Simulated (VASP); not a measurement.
# MgB2 (P6/mmm) in VASP: notebook

MgB2 is run at these levels: PBE; tasks: single point.

All numbers are computed with VASP 6.6.1; they aren't measurements. Logs are shortened: lines on timing, memory, paths and dates and some standing lists are left out, and cuts for length are marked.

### Step 1. The cell of the first run

The structure is hexagonal, space group P6/mmm (No. 191). The conventional cell has a = 3.085 Å, b = 3.085 Å, c = 3.523 Å, α = 90.00°, β = 90.00°, γ = 120.00°. Mg (site symmetry 6/mmm) has 12 B at 2.51 Å and 6 Mg at 3.08 to 3.09 Å within 3.3 Å. B (site symmetry -6m2) has 3 B at 1.78 Å within 2.4 Å.

### Step 2. Single point, PBE

INCAR reads:

```
SYSTEM = MgB2
ALGO = Normal
EDIFF = 1E-7
ENCUT = 520
GGA = PE
ISIF = 2
ISMEAR = 0
LASPH = .TRUE.
LCHARG = .FALSE.
LREAL = .FALSE.
LWAVE = .FALSE.
NBANDS = 11
NELM = 100
PREC = Accurate
SIGMA = 0.017
```

KPOINTS reads:

```
k-points
0
G
  10 10 8
  0 0 0
```

POSCAR reads:

```
MgB2
1.0
    3.0850000000      0.0000000000      0.0000000000
   -1.5425000000      2.6716883707      0.0000000000
    0.0000000000      0.0000000000      3.5230000000
Mg B
1 2
Direct
    0.0000000000      0.0000000000      0.0000000000
    0.6666666667      0.3333333333      0.5000000000
    0.3333333333      0.6666666667      0.5000000000
```

Potentials or basis: VASP PAW PBE potentials, release 64 (Mg, B).

Launch:

```console
$ cat potpaw_PBE.64/Mg/POTCAR potpaw_PBE.64/B/POTCAR > POTCAR
$ mpirun -np 1 vasp_std > vasp.out
```

OUTCAR:

```text
SYSTEM = MgB2
   EDIFF = 1E-7
   ENCUT = 520
   GGA = PE
   ISIF = 2
   ISMEAR = 0
   LASPH = .TRUE.
   LREAL = .FALSE.
   NELM = 100
   PREC = Accurate

 ion  position               nearest neighbor table
   1  0.000  0.000  0.000-   2 2.51   3 2.51   2 2.51   3 2.51   2 2.51   2 2.51   3 2.51   3 2.51
                             2 2.51   2 2.51   3 2.51   3 2.51
   2  0.667  0.333  0.500-   3 1.78   3 1.78   3 1.78   1 2.51   1 2.51   1 2.51   1 2.51   1 2.51
                             1 2.51
   3  0.333  0.667  0.500-   2 1.78   2 1.78   2 1.78   1 2.51   1 2.51   1 2.51   1 2.51   1 2.51
                             1 2.51

  LATTYP: Found a hexagonal cell.
 ALAT       =     3.0850000000
 C/A-ratio  =     1.1419773096

  Lattice vectors:

 A1 = (   3.0850000000,   0.0000000000,   0.0000000000)
 A2 = (  -1.5425000000,   2.6716883707,   0.0000000000)
 A3 = (   0.0000000000,   0.0000000000,   3.5230000000)

Analysis of symmetry for initial positions (statically):
=====================================================================
 Subroutine PRICEL returns:
 Original cell was already a primitive cell.

 Routine SETGRP: Setting up the symmetry group for a
 hexagonal supercell.

 Subroutine GETGRP returns: Found 24 space group operations
 (whereof 24 operations were pure point group operations)
 out of a pool of 24 trial point group operations.

The static configuration has the point symmetry D_6h.

Analysis of symmetry for dynamics (positions and initial velocities):
=====================================================================
 Subroutine PRICEL returns:
 Original cell was already a primitive cell.

 Routine SETGRP: Setting up the symmetry group for a
 hexagonal supercell.

 Subroutine GETGRP returns: Found 24 space group operations
 (whereof 24 operations were pure point group operations)
 out of a pool of 24 trial point group operations.

The dynamic configuration has the point symmetry D_6h.

 Subroutine INISYM returns: Found 24 space group operations
 (whereof 24 operations are pure point group operations),
 and found     1 'primitive' translations

----------------------------------------------------------------------------------------

                                     Primitive cell

  volume of cell :      29.0371

  direct lattice vectors                    reciprocal lattice vectors
     3.085000000  0.000000000  0.000000000     0.324149109  0.187147575  0.000000000
    -1.542500000  2.671688371  0.000000000     0.000000000  0.374295150  0.000000000
     0.000000000  0.000000000  3.523000000     0.000000000  0.000000000  0.283848992

  length of vectors
     3.085000000  3.085000000  3.523000000     0.374295150  0.374295150  0.283848992

  position of ions in fractional coordinates (direct lattice)
     0.000000000  0.000000000  0.000000000
     0.666666667  0.333333333  0.500000000
     0.333333333  0.666666667  0.500000000

  ion indices of the primitive-cell ions
   primitive index   ion index
                 1           1
                 2           2
                 3           3

----------------------------------------------------------------------------------------

 KPOINTS: k-points

Automatic generation of k-mesh.
 Grid dimensions read from file:
 generate k-points for:   10   10    8

 Generating k-lattice:

  Cartesian coordinates                     Fractional coordinates (reciprocal lattice)
     0.032414911  0.018714758  0.000000000     0.100000000  0.000000000  0.000000000
     0.000000000  0.037429515  0.000000000     0.000000000  0.100000000  0.000000000
     0.000000000  0.000000000  0.035481124     0.000000000  0.000000000  0.125000000

  Length of vectors
     0.037429515  0.037429515  0.035481124

  Shift w.r.t. Gamma in fractional coordinates (k-lattice)
     0.000000000  0.000000000  0.000000000

 Subroutine IBZKPT returns following result:
 ===========================================

 Found     70 irreducible k-points:

 Following reciprocal coordinates:
            Coordinates               Weight
  0.000000  0.000000  0.000000      1.000000
  0.100000  0.000000  0.000000      6.000000
  0.200000  0.000000  0.000000      6.000000
  0.300000  0.000000  0.000000      6.000000
  0.400000  0.000000  0.000000      6.000000
  0.500000  0.000000  0.000000      3.000000
[... 16 lines left out ...]
  0.300000  0.100000  0.125000     24.000000
  0.400000  0.100000  0.125000     24.000000
 [... further k-points ...]
   k-points           NKPTS =     70   k-points in BZ     NKDIM =     70   number of bands    NBANDS=     11
   number of dos      NEDOS =    301   number of ions     NIONS =      3
   total plane-waves  NPLWV =  16128
   dimension x,y,z NGX =    24 NGY =   24 NGZ =   28
   dimension x,y,z NGXF=    48 NGYF=   48 NGZF=   56
   ions per type =               1   2
   NGX,Y,Z   is equivalent  to a cutoff of  12.93, 12.93, 13.21 a.u.
   NGXF,Y,Z  is equivalent  to a cutoff of  25.87, 25.87, 26.43 a.u.
 SYSTEM =  MgB2
   PREC   = accura    normal or accurate (medium, high low for compatibility)
   ISTART =      0    job   : 0-new  1-cont  2-samecut
   ICHARG =      2    charge: 1-file 2-atom 10-const
   ISPIN  =      1    spin polarized calculation?
   LNONCOLLINEAR =      F non collinear calculations
   LSORBIT =      F    spin-orbit coupling
   LASPH  =      T    aspherical Exc in radial PAW
   ENCUT  =  520.0 eV  38.22 Ry    6.18 a.u.   5.74  5.74  6.55*2*pi/ulx,y,z
   NELM   =    100;   NELMIN=  2; NELMDL= -5     # of ELM steps
   EDIFF  = 0.1E-06   stopping-criterion for ELM
   LREAL  =      F    real-space projection
   EDIFFG = 0.1E-05   stopping-criterion for IOM
   NSW    =      0    number of steps for IOM
   IBRION =     -1    ionic relax: 0-MD 1-quasi-New 2-CG
   NFREE  =      0    steps in history (QN), initial steepest desc. (CG)
   ISIF   =      2    stress and relaxation
   ISYM   =      2    0-nonsym 1-usesym 2-fastsym
   POTIM  = 0.5000    time-step for ionic-motion
   TEBEG  =    0.0;   TEEND  =   0.0 temperature during run
   PSTRESS=    0.0 pullay stress
   NELECT =       8.0000    total number of electrons
   NUPDOWN=      -1.0000    fix difference up-down
   EMIN   =  10.00;   EMAX   =-10.00  energy-range for DOS
   EFERMI =   0.00;   METHOD = LEGACY
   ISMEAR =     0;   SIGMA  =   0.02  broadening in eV -4-tet -1-fermi 0-gaus
   EFERMI_NEDOS =   21; number of points for ismear=-14 and -15
   IALGO  =     38    algorithm
   IMIX   =      4    mixing-type and parameters
     AMIX     =   0.40;   BMIX     =  1.00
     AMIX_MAG =   1.60;   BMIX_MAG =  1.00
  volume/ion in A,a.u.               =       9.68        65.32
  Fermi-wavevector in a.u.,A,eV,Ry     =   1.065255  2.013040 15.439462  1.134768
  Thomas-Fermi vector in A             =   2.200801
   LORBIT       =      0    0 simple, 1 ext, 2 COOP (PROOUT), +10 PAW based schemes
   GGA     = PE    functional components
   LHFCALC =     F    Hartree Fock is set to
   AEXX    =    0.0000 exact exchange contribution
   IVDW    =     0    specifies the selected vdW correction
   LEPSILON=     F    determine dielectric tensor
   LRPA    =     F    only Hartree local field effects (RPA)
 non-spin polarized calculation
 Gauss-broadening in eV      SIGMA  =   0.02
  energy-cutoff  :      520.00
  volume of cell :       29.04
 maximum number of plane-waves:       806
 NGX is ok and might be reduce to    24
   NGX = 11   NGY = 11   NGZ = 13

 number of electron       8.0000000 magnetization

 Free energy of the ion-electron system (eV)
  ---------------------------------------------------
  ext. energy  EPLUGINS =         0.00000000
  ---------------------------------------------------
  free energy    TOTEN  =       -15.32044690 eV

  energy without entropy =      -15.32028845  energy(sigma->0) =      -15.32036767

 E-fermi :   5.3039     XC(G=0): -10.9098

 val. band max:        5.2952467586   @ k =   0.1000   0.0000   0.1250
 cond. band min:       5.3218072622   @ k =   0.3000   0.2000   0.0000
 fundamental gap:      0.0265605036
 Fermi energy:         5.3039271736

 k-point     1 :       0.0000    0.0000    0.0000
  band No.  band energies     occupation
      1      -7.1424      2.00000
      2       2.3333      2.00000
      3       5.6398      0.00000
      4       5.6398      0.00000
      5       6.9122      0.00000
      6      11.5749      0.00000
      7      11.5749      0.00000
      8      13.3406      0.00000
      9      15.2012      0.00000
     10      17.9237      0.00000
     11      21.3948      0.00000

 k-point     2 :       0.1000    0.0000    0.0000
  band No.  band energies     occupation
      1      -6.9689      2.00000
      2       2.5025      2.00000
      3       4.7842      2.00000
      4       5.2461      2.00000
      5       7.0691      0.00000
      6      11.4286      0.00000
      7      12.3186      0.00000
      8      13.7335      0.00000
      9      14.5931      0.00000
     10      18.7743      0.00000
     11      20.6070      0.00000

 k-point     3 :       0.2000    0.0000    0.0000
  band No.  band energies     occupation
      1      -6.4512      2.00000
      2       2.9266      2.00000
      3       3.0046      2.00000
      4       4.4612      2.00000
      5       7.5434      0.00000
      6      10.8866      0.00000
      7      13.0420      0.00000
      8      14.1290      0.00000
      9      14.4719      0.00000
     10      19.5363      0.00000
     11      19.8368      0.00000
[... 267 lines left out ...]
 k-point    23 :       0.3000    0.1000    0.1250
  band No.  band energies     occupation
      1      -4.8088      2.00000
      2       0.0241      2.00000
      3       2.7877      2.00000
      4       3.5541      2.00000
      5       8.9724      0.00000
      6      10.1416      0.00000
      7      11.2915      0.00000
      8      14.3629      0.00000
      9      15.8185      0.00000
     10      17.2260      0.00000
     11      19.4864      0.00000

 k-point    24 :       0.4000    0.1000    0.1250
  band No.  band energies     occupation
      1      -3.5319      2.00000
      2      -1.7701      2.00000
      3       2.4566      2.00000
      4       4.5990      2.00000
      5       7.4752      0.00000
      6      10.4697      0.00000
      7      11.5890      0.00000
      8      13.5018      0.00000
      9      15.4139      0.00000
     10      18.6602      0.00000
     11      19.6043      0.00000

 [... further k-points ...]
[... 5 lines left out ...]
  --------------------------------------------------------------------------------------
  -------------------------------------------------------------------------------------
  Total       -0.1401572     -0.1401572     -0.3302282      0.0000000     -0.0000000      0.0000000
  in kB       -7.7334350     -7.7334350    -18.2209543      0.0000000     -0.0000000      0.0000000
  external PRESSURE =     -11.2292748 kB  Pullay stress =       0.0000000 kB

 VOLUME and BASIS-vectors are now :
 -----------------------------------------------------------------------------
  energy-cutoff  :      520.00
  volume of cell :       29.04
      direct lattice vectors                 reciprocal lattice vectors
     3.085000000  0.000000000  0.000000000     0.324149109  0.187147575  0.000000000
    -1.542500000  2.671688371  0.000000000     0.000000000  0.374295150  0.000000000
     0.000000000  0.000000000  3.523000000     0.000000000  0.000000000  0.283848992

 POSITION                                       TOTAL-FORCE (eV/Angst)
 -----------------------------------------------------------------------------------
      0.00000      0.00000      0.00000         0.000000      0.000000      0.000000
      1.54250      0.89056      1.76150        -0.000000      0.000000      0.000000
     -0.00000      1.78113      1.76150         0.000000     -0.000000      0.000000
 -----------------------------------------------------------------------------------
    total drift:                                0.000000     -0.000000      0.000000

  FREE ENERGIE OF THE ION-ELECTRON SYSTEM (eV)
  ---------------------------------------------------
  free  energy   TOTEN  =       -15.3204469007 eV

  energy  without entropy=      -15.3202884487  energy(sigma->0) =      -15.32036767
```

It took 15 s on 1 thread of AMD EPYC 9R45 (Zen 5), shared host; peak memory 0.13 GiB.

Results:

```
Free energy            : -15.3204 eV
Pressure               : -1.1 GPa
Band gap on the k mesh : zero (band 4 reaches 6.39 eV, above the bottom of band 5 at 3.94 eV)
```

Levels at points of the mesh, in eV from the Fermi level:
| k point | band 1 | band 2 | band 3 | band 4 | band 5 | band 6 | band 7 | band 8 | band 9 |
| --- | --- | --- | --- | --- | --- | --- | --- | --- | --- |
| (0.00, 0.00, 0.00) | -12.45 | -2.97 | 0.34 | 0.34 | 1.61 | 6.27 | 6.27 | 8.04 | 9.90 |
| (0.50, 0.00, 0.00) | -8.57 | -7.85 | -2.20 | 0.18 | 3.04 | 3.83 | 5.28 | 7.05 | 12.53 |
| (0.00, 0.00, 0.50) | -11.17 | -7.46 | 0.71 | 0.71 | 6.60 | 6.60 | 7.91 | 9.80 | 9.92 |
| (0.50, 0.00, 0.50) | -7.59 | -6.94 | -3.60 | -1.90 | -1.34 | 5.66 | 8.71 | 8.85 | 12.99 |

(Continued in part 2 of 2.)
